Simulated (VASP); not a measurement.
# MoS2 (R-3m) in VASP: notebook, part 2 of 2

VASP 6.6.1. The steps go on from the part before.

### Step 3. Single point, LDA

This run uses another cell than the first one, of 18.10 Å³/atom, 1.020 times its volume.

INCAR reads:

```
SYSTEM = MoS2
PREC = Accurate
ENCUT = 520
EDIFF = 1E-7
ISMEAR = -1
SIGMA = 0.05
LREAL = .FALSE.
LASPH = .TRUE.
NELM = 60
ALGO = Normal
ISIF = 2
LWAVE = .FALSE.
LCHARG = .FALSE.
NBANDS = 20
```

KPOINTS reads:

```
regular mesh
0
G
  10 10 10
  0 0 0
```

POSCAR reads:

```
MoS2
1.0
    1.5960003060      0.9214512063      6.1554945136
   -1.5960003060      0.9214512063      6.1554945136
    0.0000000000     -1.8429024126      6.1554945136
Mo S
1 2
Direct
    0.0000000000      0.0000000000      0.0000000000
    0.2500000000      0.2500000000      0.2500000000
    0.7500000000      0.7500000000      0.7500000000
```

Potentials or basis: VASP PAW LDA potentials, release 64 (Mo_sv, S).

The run is started by

```bash
> cat potpaw_LDA.64/Mo_sv/POTCAR potpaw_LDA.64/S/POTCAR > POTCAR
> mpirun -np 1 vasp_std > vasp.out
```

OUTCAR:

```text
SYSTEM = MoS2
   PREC = Accurate
   ENCUT = 520
   EDIFF = 1E-7
   ISMEAR = -1
   LREAL = .FALSE.
   LASPH = .TRUE.
   NELM = 60
   ISIF = 2

 ion  position               nearest neighbor table
   1  0.000  0.000  0.000-   3 2.40   3 2.40   2 2.40   2 2.40   3 2.40   2 2.40
   2  0.250  0.250  0.250-   1 2.40   1 2.40   1 2.40
   3  0.750  0.750  0.750-   1 2.40   1 2.40   1 2.40

  LATTYP: Found a trigonal (rhomboedric) cell.
 ALAT       =     6.4254495570
 COS(alpha) =     0.8766074614

  Lattice vectors:

 A1 = (   1.5960003060,   0.9214512063,   6.1554945136)
 A2 = (  -1.5960003060,   0.9214512063,   6.1554945136)
 A3 = (   0.0000000000,  -1.8429024126,   6.1554945136)

Analysis of symmetry for initial positions (statically):
=====================================================================
 Subroutine PRICEL returns:
 Original cell was already a primitive cell.

 Routine SETGRP: Setting up the symmetry group for a
 trigonal (rhombohedral) supercell.

 Subroutine GETGRP returns: Found 12 space group operations
 (whereof 12 operations were pure point group operations)
 out of a pool of 12 trial point group operations.

The static configuration has the point symmetry D_3d.

Analysis of symmetry for dynamics (positions and initial velocities):
=====================================================================
 Subroutine PRICEL returns:
 Original cell was already a primitive cell.

 Routine SETGRP: Setting up the symmetry group for a
 trigonal (rhombohedral) supercell.

 Subroutine GETGRP returns: Found 12 space group operations
 (whereof 12 operations were pure point group operations)
 out of a pool of 12 trial point group operations.

The dynamic configuration has the point symmetry D_3d.

 Subroutine INISYM returns: Found 12 space group operations
 (whereof 12 operations are pure point group operations),
 and found     1 'primitive' translations

----------------------------------------------------------------------------------------

                                     Primitive cell

  volume of cell :      54.3150

  direct lattice vectors                    reciprocal lattice vectors
     1.596000306  0.921451206  6.155494514     0.313283148  0.180874110  0.054152162
    -1.596000306  0.921451206  6.155494514    -0.313283148  0.180874110  0.054152162
     0.000000000 -1.842902413  6.155494514     0.000000000 -0.361748220  0.054152162

  length of vectors
     6.425449557  6.425449557  6.425449557     0.365778937  0.365778937  0.365778937

  position of ions in fractional coordinates (direct lattice)
     0.000000000  0.000000000  0.000000000
     0.250000000  0.250000000  0.250000000
     0.750000000  0.750000000  0.750000000

  ion indices of the primitive-cell ions
   primitive index   ion index
                 1           1
                 2           2
                 3           3

----------------------------------------------------------------------------------------

 KPOINTS: regular mesh

Automatic generation of k-mesh.
 Grid dimensions read from file:
 generate k-points for:   10   10   10

 Generating k-lattice:

  Cartesian coordinates                     Fractional coordinates (reciprocal lattice)
     0.031328315  0.018087411  0.005415216     0.100000000  0.000000000  0.000000000
    -0.031328315  0.018087411  0.005415216     0.000000000  0.100000000  0.000000000
     0.000000000 -0.036174822  0.005415216     0.000000000  0.000000000  0.100000000

  Length of vectors
     0.036577894  0.036577894  0.036577894

  Shift w.r.t. Gamma in fractional coordinates (k-lattice)
     0.000000000  0.000000000  0.000000000

 Subroutine IBZKPT returns following result:
 ===========================================

 Found    116 irreducible k-points:

 Following reciprocal coordinates:
            Coordinates               Weight
  0.000000  0.000000  0.000000      1.000000
  0.100000 -0.000000 -0.000000      6.000000
  0.200000 -0.000000 -0.000000      6.000000
  0.300000 -0.000000 -0.000000      6.000000
  0.400000  0.000000  0.000000      6.000000
  0.500000 -0.000000 -0.000000      3.000000
[... 16 lines left out ...]
  0.300000  0.300000 -0.000000      6.000000
  0.400000  0.300000 -0.000000     12.000000
 [... further k-points ...]
   k-points           NKPTS =    116   k-points in BZ     NKDIM =    116   number of bands    NBANDS=     20
   number of dos      NEDOS =    301   number of ions     NIONS =      3
   total plane-waves  NPLWV = 110592
   dimension x,y,z NGX =    48 NGY =   48 NGZ =   48
   dimension x,y,z NGXF=    96 NGYF=   96 NGZF=   96
   ions per type =               1   2
   NGX,Y,Z   is equivalent  to a cutoff of  12.42, 12.42, 12.42 a.u.
   NGXF,Y,Z  is equivalent  to a cutoff of  24.84, 24.84, 24.84 a.u.
 SYSTEM =  MoS2
   PREC   = accura    normal or accurate (medium, high low for compatibility)
   ISTART =      0    job   : 0-new  1-cont  2-samecut
   ICHARG =      2    charge: 1-file 2-atom 10-const
   ISPIN  =      1    spin polarized calculation?
   LNONCOLLINEAR =      F non collinear calculations
   LSORBIT =      F    spin-orbit coupling
   LASPH  =      T    aspherical Exc in radial PAW
   ENCUT  =  520.0 eV  38.22 Ry    6.18 a.u.  11.95 11.95 11.95*2*pi/ulx,y,z
   NELM   =     60;   NELMIN=  2; NELMDL= -5     # of ELM steps
   EDIFF  = 0.1E-06   stopping-criterion for ELM
   LREAL  =      F    real-space projection
   EDIFFG = 0.1E-05   stopping-criterion for IOM
   NSW    =      0    number of steps for IOM
   IBRION =     -1    ionic relax: 0-MD 1-quasi-New 2-CG
   NFREE  =      0    steps in history (QN), initial steepest desc. (CG)
   ISIF   =      2    stress and relaxation
   ISYM   =      2    0-nonsym 1-usesym 2-fastsym
   POTIM  = 0.5000    time-step for ionic-motion
   TEBEG  =    0.0;   TEEND  =   0.0 temperature during run
   PSTRESS=    0.0 pullay stress
   NELECT =      26.0000    total number of electrons
   NUPDOWN=      -1.0000    fix difference up-down
   EMIN   =  10.00;   EMAX   =-10.00  energy-range for DOS
   EFERMI =   0.00;   METHOD = LEGACY
   ISMEAR =    -1;   SIGMA  =   0.05  broadening in eV -4-tet -1-fermi 0-gaus
   EFERMI_NEDOS =   21; number of points for ismear=-14 and -15
   IALGO  =     38    algorithm
   IMIX   =      4    mixing-type and parameters
     AMIX     =   0.40;   BMIX     =  1.00
     AMIX_MAG =   1.60;   BMIX_MAG =  1.00
  volume/ion in A,a.u.               =      18.10       122.18
  Fermi-wavevector in a.u.,A,eV,Ry     =   1.280637  2.420053 22.313985  1.640032
  Thomas-Fermi vector in A             =   2.413053
   LORBIT       =      0    0 simple, 1 ext, 2 COOP (PROOUT), +10 PAW based schemes
   GGA     = CA    functional components
   LHFCALC =     F    Hartree Fock is set to
   AEXX    =    0.0000 exact exchange contribution
   IVDW    =     0    specifies the selected vdW correction
   LEPSILON=     F    determine dielectric tensor
   LRPA    =     F    only Hartree local field effects (RPA)
 non-spin polarized calculation
  energy-cutoff  :      520.00
  volume of cell :       54.31
 maximum number of plane-waves:      1479
   NGX = 23   NGY = 23   NGZ = 23

 number of electron      25.9999998 magnetization

 Free energy of the ion-electron system (eV)
  ---------------------------------------------------
  ext. energy  EPLUGINS =         0.00000000
  ---------------------------------------------------
  free energy    TOTEN  =       -23.62495345 eV

  energy without entropy =      -23.61887098  energy(sigma->0) =      -23.62191222

 E-fermi :   7.3828     XC(G=0): -11.0328

 val. band max:        7.3693027539   @ k =   0.1000   0.1000  -0.0000
 cond. band min:       7.4127549362   @ k =   0.2000   0.1000   0.1000
 fundamental gap:      0.0434521823
 Fermi energy:         7.3827791418

 k-point     1 :       0.0000    0.0000    0.0000
  band No.  band energies     occupation
      1     -54.0648      2.00000
      2     -28.3224      2.00000
      3     -28.2478      2.00000
      4     -28.2478      2.00000
      5      -7.6149      2.00000
      6      -6.0164      2.00000
[... 12 lines left out ...]
     19      13.7401      0.00000
     20      16.8984      0.00000

 k-point     2 :       0.1000   -0.0000   -0.0000
  band No.  band energies     occupation
      1     -54.0612      2.00000
      2     -28.3152      2.00000
      3     -28.2844      2.00000
      4     -28.2562      2.00000
      5      -7.4542      2.00000
      6      -5.9892      2.00000
[... 498 lines left out ...]
 k-point    24 :       0.4000    0.3000   -0.0000
  band No.  band energies     occupation
      1     -54.0335      2.00000
      2     -28.5424      2.00000
      3     -28.3358      2.00000
      4     -28.2594      2.00000
      5      -5.9524      2.00000
      6      -5.7490      2.00000
[... 12 lines left out ...]
     19      14.3860      0.00000
     20      15.5722      0.00000

 [... further k-points ...]
[... 5 lines left out ...]
  --------------------------------------------------------------------------------------
  -------------------------------------------------------------------------------------
  Total       -1.3963964     -1.3963964      0.0398808      0.0000000      0.0000000     -0.0000000
  in kB      -41.1907595    -41.1907595      1.1763994      0.0000000      0.0000000     -0.0000000
  external PRESSURE =     -27.0683732 kB  Pullay stress =       0.0000000 kB

 VOLUME and BASIS-vectors are now :
 -----------------------------------------------------------------------------
  energy-cutoff  :      520.00
  volume of cell :       54.31
      direct lattice vectors                 reciprocal lattice vectors
     1.596000306  0.921451206  6.155494514     0.313283148  0.180874110  0.054152162
    -1.596000306  0.921451206  6.155494514    -0.313283148  0.180874110  0.054152162
     0.000000000 -1.842902413  6.155494514     0.000000000 -0.361748220  0.054152162

 POSITION                                       TOTAL-FORCE (eV/Angst)
 -----------------------------------------------------------------------------------
      0.00000      0.00000      0.00000         0.000000     -0.000000      0.000000
      0.00000      0.00000      4.61662        -0.000000      0.000000     -0.257106
      0.00000      0.00000     13.84986        -0.000000     -0.000000      0.257106
 -----------------------------------------------------------------------------------
    total drift:                               -0.000000     -0.000000      0.000000

  FREE ENERGIE OF THE ION-ELECTRON SYSTEM (eV)
  ---------------------------------------------------
  free  energy   TOTEN  =       -23.6249534534 eV

  energy  without entropy=      -23.6188709768  energy(sigma->0) =      -23.62191222
```

stdout:

```text
POSCAR found type information on POSCAR MoS
 POSCAR found :  2 types and       3 ions
 scaLAPACK will be used
 LDA part: xc-table for (Slater(with rela. corr.)+CA(PZ))
 , standard interpolation
 POSCAR, INCAR and KPOINTS ok, starting setup
 FFT: planning ... GRIDC
 FFT: planning ... GRID_SOFT
 FFT: planning ... GRID
 WAVECAR not read
 entering main loop
```

Wall time 4.1 min (1 thread of Intel Xeon Platinum 8488C (Sapphire Rapids), shared host); peak memory 0.33 GiB.

What came out:

```yaml
Free_energy: -23.6250 eV
Pressure: -2.7 GPa
Largest_force: 0.257 eV/Å
Band_gap_on_the_k_mesh: zero (band 13 reaches 7.64 eV, above the bottom of band 14 at 7.02 eV)
```

Forces on the atoms (eV/Å):
```
Mo   0.000  0.000  0.000
S    0.000  0.000 -0.257
S    0.000  0.000  0.257
```

Stress tensor (GPa, compression positive):
```
-4.12  0.00  0.00
 0.00 -4.12  0.00
 0.00  0.00  0.12
```

### Step 4. Single point, PBEsol

This run uses another cell than the first one, of 18.10 Å³/atom, 1.020 times its volume.

INCAR reads:

```
PREC = Accurate
ENCUT = 520
EDIFF = 1E-6
ISMEAR = -1
SIGMA = 0.05
LREAL = F
LASPH = T
NELM = 100
ALGO = Normal
ISIF = 2
LWAVE = F
LCHARG = F
GGA = PS
NBANDS = 20
```

KPOINTS reads:

```
Automatic mesh
0
Gamma
  10 10 10
```

POSCAR is that of step 3.

Potentials or basis: VASP PAW PBE potentials, release 64 (Mo_sv, S).

The run is started by

```bash
> cat potpaw_PBE.64/Mo_sv/POTCAR potpaw_PBE.64/S/POTCAR > POTCAR
> mpirun -np 1 vasp_std > vasp.out
```

Wall time 4.7 min (1 thread of Intel Xeon Platinum 8488C (Sapphire Rapids), shared host); peak memory 0.38 GiB.

Results (log left out):

```
Free energy            : -22.6160 eV
Pressure               : -0.1 GPa
Largest force          : 0.418 eV/Å
Band gap on the k mesh : zero (band 13 reaches 7.72 eV, above the bottom of band 14 at 7.09 eV)
```

Forces on the atoms (eV/Å):
```
Mo   0.000  0.000  0.000
S    0.000  0.000 -0.418
S    0.000  0.000  0.418
```

Stress tensor (GPa, compression positive):
```
-1.70  0.00  0.00
 0.00 -1.70  0.00
 0.00  0.00  3.00
```

Levels at points of the mesh, in eV from the Fermi level:
| k point | band 10 | band 11 | band 12 | band 13 | band 14 | band 15 | band 16 | band 17 |
| --- | --- | --- | --- | --- | --- | --- | --- | --- |
| (0.00, 0.00, 0.00) | -1.77 | -1.23 | -1.04 | -1.04 | -0.27 | -0.27 | 3.29 | 3.29 |
| (0.50, 0.00, 0.00) | -4.29 | -2.86 | -1.93 | -1.61 | 0.98 | 1.87 | 3.32 | 4.04 |
| (0.50, 0.50, 0.00) | -4.22 | -2.87 | -2.23 | -1.82 | 0.99 | 1.67 | 3.75 | 4.63 |
| (0.50, 0.50, 0.50) | -3.87 | -1.03 | -1.03 | -0.37 | -0.37 | -0.09 | 3.41 | 3.41 |

Caveat: the PAW data sets were made with another functional, which shifts forces and pressure a little.

### Step 5. Single point, LDA

INCAR reads:

```
ALGO     = Normal         # electronic algorithm
EDIFF    = 1E-7           # SCF threshold, eV
ENCUT    = 520            # plane-wave cutoff, eV
GGA      = CA             # functional
ISIF     = 2              # what is computed and relaxed
ISMEAR   = -1             # smearing method
LASPH    = True           # aspherical terms in the spheres
LCHARG   = True           # write CHGCAR
LELF     = True           # ELF
LREAL    = False          # projectors in reciprocal space
LVHAR    = True         
LWAVE    = False          # write WAVECAR
NBANDS   = 20             # bands
NELM     = 60             # most SCF steps
PREC     = Accurate       # precision mode
SIGMA    = 0.05           # smearing width, eV
```

KPOINTS reads:

```
k-points
0
Gamma
  6 6 6
```

POSCAR reads:

```
MoS2
1.0
    1.5855000000      0.9153888518      6.1149966667
   -1.5855000000      0.9153888518      6.1149966667
    0.0000000000     -1.8307777036      6.1149966667
Mo S
1 2
Direct
    0.0000000000      0.0000000000      0.0000000000
    0.2500000000      0.2500000000      0.2500000000
    0.7500000000      0.7500000000      0.7500000000
```

Potentials or basis: VASP PAW LDA potentials, release 64 (Mo_sv, S).

The run is started by

```bash
> cat potpaw_LDA.64/Mo_sv/POTCAR potpaw_LDA.64/S/POTCAR > POTCAR
> mpirun -np 1 vasp_std > vasp.out
```

Wall time 54 s (1 thread of Intel Xeon 6975P-C (Granite Rapids), shared host); peak memory 0.25 GiB.

It converged, with:

```yaml
Free_energy: -23.6537 eV
Pressure: 0.2 GPa
Largest_force: 0.553 eV/Å
Band_gap_on_the_k_mesh: zero (band 13 reaches 8.02 eV, above the bottom of band 14 at 7.31 eV)
```

Forces on the atoms (eV/Å):
```
Mo   0.000  0.000  0.000
S    0.000  0.000 -0.553
S    0.000  0.000  0.553
```

Stress tensor (GPa, compression positive):
```
-1.19  0.00  0.00
 0.00 -1.19  0.00
 0.00  0.00  2.91
```

Levels at points of the mesh, in eV from the Fermi level:
```tsv
k point	band 11	band 12	band 13	band 14	band 15	band 16
(0.00, 0.00, 0.00)	-1.12	-0.90	-0.90	-0.05	-0.05	3.56
(0.50, 0.00, 0.00)	-2.66	-1.78	-1.41	1.18	2.10	3.57
(0.50, 0.50, 0.00)	-2.68	-2.10	-1.62	1.18	1.88	4.03
(0.50, 0.50, 0.50)	-0.89	-0.89	-0.15	-0.15	0.12	3.68
```

Caveat: the k points lie up to 0.39 Å⁻¹ apart.

### Step 6. Summary

```csv
level,potentials or basis,cell,k mesh,gap on the mesh (eV),pressure (GPa),largest force (eV/Å)
LDA,"VASP PAW LDA potentials, release 64 (Mo_sv, S)","a = 6.383 Å, angles 28.8°, 3 atoms",10 × 10 × 10,none,0.2,0.60
LDA,"VASP PAW LDA potentials, release 64 (Mo_sv, S)","a = 6.425 Å, angles 28.8°, 3 atoms",10 × 10 × 10,none,-2.7,0.26
PBEsol,"VASP PAW PBE potentials, release 64 (Mo_sv, S)","a = 6.425 Å, angles 28.8°, 3 atoms",10 × 10 × 10,none,-0.1,0.42
LDA,"VASP PAW LDA potentials, release 64 (Mo_sv, S)","a = 6.383 Å, angles 28.8°, 3 atoms",6 × 6 × 6,none,0.2,0.55
```

Alike in all rows: task single point; no spin polarisation; cutoff (eV) 520; smearing fermi-dirac 0.05 eV.

Caveats: some runs use coarse meshes; the PAW data sets were made with another functional, which shifts forces and pressure a little (some runs).

Absolute energies hang on the potentials; compare differences alone.
